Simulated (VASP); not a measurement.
C, 2 atoms in the cell. It takes space group R-3m (No. 166, trigonal). Conventional cell: a = 2.510 Å, b = 2.510 Å, c = 6.278 Å, α = 90.00°, β = 90.00°, γ = 120.00°. Within 2.1 Å of C (site symmetry 3m) lie 4 C at 1.54 to 1.57 Å. 

| Quantity | Value |
| --- | --- |
| Program | VASP 6.6.1 |
| Task | single point |
| Functional | PBEsol |
| Potentials or basis | VASP PAW PBE potentials, release 64 (C) |
| Cutoff | 600 eV |
| k mesh | 6 × 6 × 6 |
| Occupations | gaussian, width 0.01 eV |
| Spin | no spin polarisation |
| Dipole correction | no |
| Further INCAR settings | ALGO = Normal; EDIFF = 1e-06; NBANDS = 11 |

Potentials or basis: VASP PAW PBE potentials, release 64 (C).

Command:

```sh
$ cat potpaw_PBE.64/C/POTCAR > POTCAR
$ mpirun -np 1 vasp_std > vasp.out
```

Hardware: 1 thread of AMD EPYC 7R13 Processor (Zen 3) (shared host).

Q: Estimate the wall time of this run.

A: Wall time 3.8 s on 1 thread of AMD EPYC 7R13 Processor (Zen 3), with other jobs on the host, peak memory 0.09 GiB. Counts: scf iterations 11, k points 32.
